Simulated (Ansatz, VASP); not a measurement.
**LiBe4 in VASP and in Ansatz**

INCAR

```
PREC = Accurate ; ENCUT = 750
EDIFF = 1E-7 ; ISMEAR = 0
SIGMA = 0.2 ; LREAL = False
LASPH = True ; NELM = 120
ALGO = Normal ; ISIF = 3
LWAVE = False ; LCHARG = False
GGA = PE ; IBRION = 2
NSW = 36 ; EDIFFG = -0.08
GGA_COMPAT = False ; NELMIN = 4
```

The input KPOINTS:

```
regular mesh
0
Gamma
  5 5 5
```

The input POSCAR:

```
LiBe4
1.0
    3.3825402500      0.0000000000      0.0000000000
    0.0000000000      3.3825402500      0.0000000000
    0.0000000000      0.0000000000      3.3825402500
Li Be
1 4
Direct
    0.0000000000      0.0000000000      0.0000000000
    0.0000000000      0.5000000000      0.5000000000
    0.5000000000      0.0000000000      0.5000000000
    0.5000000000      0.5000000000      0.0000000000
    0.5000000000      0.5000000000      0.5000000000
```

Input for Ansatz:

```yaml
crystal:
  lattice:
    - [3.38254025, 0.0, 0.0]
    - [0.0, 3.38254025, 0.0]
    - [0.0, 0.0, 3.38254025]
  atoms:
    - { symbol: Li, position: [0.0, 0.0, 0.0] }
    - { symbol: Be, position: [0.0, 0.5, 0.5] }
    - { symbol: Be, position: [0.5, 0.0, 0.5] }
    - { symbol: Be, position: [0.5, 0.5, 0.0] }
    - { symbol: Be, position: [0.5, 0.5, 0.5] }
basis:
  ecutwfc: 420
kpoints:
  mp_grid: { grid: [5, 5, 5] }
hamiltonian:
  xc: pbe
scf:
  occupations: { method: gaussian, width: 0.2 }
  lower_state_search: "off"
output:
  forces: true
  stress: true
  eigenvalues: true
relax:
  adjacent_minimum: "off"
  f_tol: 0.08
  max_steps: 16
  cell: { stress_tol: 0.8 }
```

Alike in both runs: task relaxation of cell and atoms; functional PBE; k mesh 5 × 5 × 5; occupations gaussian, width 0.2 eV; no spin polarisation.

```csv
,VASP,Ansatz
version,VASP 6.6.1,Ansatz 0.2.0
potentials or method,"VASP PAW PBE potentials, release 64 (Li_sv, Be), cutoff 750 eV","scalar-relativistic, plane waves, PAW"
valence electrons in the cell,11,11
```

|  | VASP | Ansatz | Ansatz less VASP |
| --- | --- | --- | --- |
| gap on the k mesh at the Fermi level, each at its own relaxed structure (eV) | none | none | - |
| relaxed volume (Å³/atom) | 11.27 | 11.19 | -0.077 |
| relaxed cell length with the largest relative difference (Å) | 3.833 | 3.825 | -0.0087 |

A gap of «none» marks a metal or a gap that the smearing closes.

The k mesh is coarse, so the values compare programs but aren't converged. Noted on VASP's run: the volume moved by over 15 % at a fixed basis, so the end points are rough.
